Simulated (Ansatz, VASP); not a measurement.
# One calculation of Li2BrCl, two programs

Contents of POSCAR:

```
Li2BrCl
1.0
    1.9128608686      1.1043907374      6.2363758333
   -1.9128608686      1.1043907374      6.2363758333
    0.0000000000     -2.2087814749      6.2363758333
Cl Br Li
1 1 2
Direct
    1.0000000000      0.0000000000      0.0000000000
    0.5000000000      0.5000000000      0.5000000000
    0.2543610291      0.2543610291      0.2543610291
    0.7456389709      0.7456389709      0.7456389709
```

File INCAR.step1:

```
  ALGO = Normal
  EDIFF = 1E-4
  ENCUT = 520
  GGA = PE
  ISMEAR = 0
  LASPH = True
  LCHARG = False
  LREAL = False
  LWAVE = True
  NBANDS = 18
  NELM = 80
  PREC = Accurate
  SIGMA = 0.01
```

Contents of INCAR.step2:

```
  ALGO = Normal
  EDIFF = 1E-6
  ENCUT = 520
  ISIF = 2
  ISMEAR = 0
  ISTART = 1
  LASPH = True
  LCHARG = True
  LELF = True
  LMIXTAU = True
  LREAL = False
  LVHAR = True
  LWAVE = False
  METAGGA = R2SCAN
  NBANDS = 18
  NELM = 80
  PREC = Accurate
  SIGMA = 0.01
```

File KPOINTS:

```
k-points
0
Gamma
  6 6 6
```

Input for Ansatz:

```yaml
crystal:
  lattice:
    - [1.9128608686, 1.1043907374, 6.2363758333]
    - [-1.9128608686, 1.1043907374, 6.2363758333]
    - [0.0, -2.2087814749, 6.2363758333]
  atoms:
    - { symbol: Cl, position: [1.0, 0.0, 0.0] }
    - { symbol: Br, position: [0.5, 0.5, 0.5] }
    - { symbol: Li, position: [0.2543610291, 0.2543610291, 0.2543610291] }
    - { symbol: Li, position: [0.7456389709, 0.7456389709, 0.7456389709] }
kpoints:
  mp_grid: { grid: [6, 6, 6] }
hamiltonian:
  xc: r2scan
scf:
  occupations: { method: fixed }
  n_extra_bands: 5
output:
  forces: true
  stress: true
  eigenvalues: true
```

Alike in both runs: task single point; functional r2SCAN; k mesh 6 × 6 × 6; no spin polarisation.

|  | VASP | Ansatz |
| --- | --- | --- |
| version | VASP 6.6.1 | Ansatz 0.2.0 |
| potentials or method | VASP PAW PBE potentials, release 64 (Cl, Br, Li_sv) | plane waves, PAW |
| plane-wave cutoff (eV) | 520 | 500 |
| occupations | gaussian, width 0.01 eV | fixed |
| valence electrons in the cell | 20 | 20 |

|  | VASP | Ansatz | Ansatz less VASP |
| --- | --- | --- | --- |
| gap on the k mesh at the Fermi level (eV) | 5.74 | 5.67 | -0.066 |
| rms of the force components (eV/Å) | 0.001 | 0.005 | +0.0037 |

VASP's potentials were made for PBE, not for r2SCAN. Atom by atom the forces differ by 0.006 eV/Å (rms over components).

Noted on VASP's run: the cutoff is short for stress, so the pressure is rough.
